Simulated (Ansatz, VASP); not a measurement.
## TaRu5 in VASP and in Ansatz

INCAR

```
SYSTEM = TaRu5
PREC = Accurate
ENCUT = 520
EDIFF = 1E-7
ISMEAR = 0
SIGMA = 0.1
LREAL = .FALSE.
LASPH = .TRUE.
NELM = 60
ALGO = Fast
ISIF = 2
LWAVE = .FALSE.
LCHARG = .FALSE.
GGA = PE
NBANDS = 50
```

The input KPOINTS:

```
Automatic mesh
0
G
  6 6 4
  0 0 0
```

Contents of POSCAR:

```
TaRu5
1.0
    4.7390721600      0.0000000000      0.0000000000
   -2.3695360800      4.1041568800      0.0000000000
    0.0000000000      0.0000000000      4.2988213500
Ta Ru
1 5
Direct
    0.0000000000      0.0000000000      0.5000000000
    0.0000000000      0.6666666700      0.0000000000
    0.6666666700      0.0000000000      0.0000000000
    0.3333333300      0.3333333300      0.0000000000
    0.3333333300      0.6666666700      0.5000000000
    0.6666666700      0.3333333300      0.5000000000
```

Input for Ansatz:

```yaml
crystal:
  lattice:
    - [4.73907216, 0.0, 0.0]
    - [-2.36953608, 4.10415688, 0.0]
    - [0.0, 0.0, 4.29882135]
  atoms:
    - { symbol: Ta, position: [0.0, 0.0, 0.5] }
    - { symbol: Ru, position: [0.0, 0.66666667, 0.0] }
    - { symbol: Ru, position: [0.66666667, 0.0, 0.0] }
    - { symbol: Ru, position: [0.33333333, 0.33333333, 0.0] }
    - { symbol: Ru, position: [0.33333333, 0.66666667, 0.5] }
    - { symbol: Ru, position: [0.66666667, 0.33333333, 0.5] }
basis:
  ecutwfc: 420
kpoints:
  mp_grid: { grid: [6, 6, 4] }
hamiltonian:
  xc: pbe
scf:
  occupations: { method: gaussian, width: 0.1 }
  lower_state_search: "off"
output:
  forces: true
  stress: true
  eigenvalues: true
```

Alike in both runs: task single point; functional PBE; k mesh 6 × 6 × 4; occupations gaussian, width 0.1 eV; no spin polarisation.

|  | VASP | Ansatz |
| --- | --- | --- |
| version | VASP 6.6.1 | Ansatz 0.2.0 |
| potentials or method | VASP PAW PBE potentials, release 64 (Ta_pv, Ru_pv), cutoff 520 eV | scalar-relativistic, plane waves, PAW |
| valence electrons in the cell | 81 | 93 |

```csv
,VASP,Ansatz,Ansatz less VASP
gap on the k mesh at the Fermi level (eV),none,none,-
pressure (GPa),11.7,11.6,-0.13
"traceless stress, the component that is largest in VASP (GPa)",1.43,1.40,-0.030
rms of the force components (eV/Å),0.324,0.318,-0.0057
```

Atom by atom the forces differ by 0.006 eV/Å (rms over components). A gap of «none» marks a metal or a gap that the smearing closes. The functional is the same, so the differences come from potentials, cutoffs and numerics. VASP's potentials hold 81 valence electrons a cell and Ansatz's 93, so a difference there can come from the potentials and not from the codes.

The k mesh is coarse, so the values compare programs but aren't converged. Neither program's run includes spin-orbit coupling.
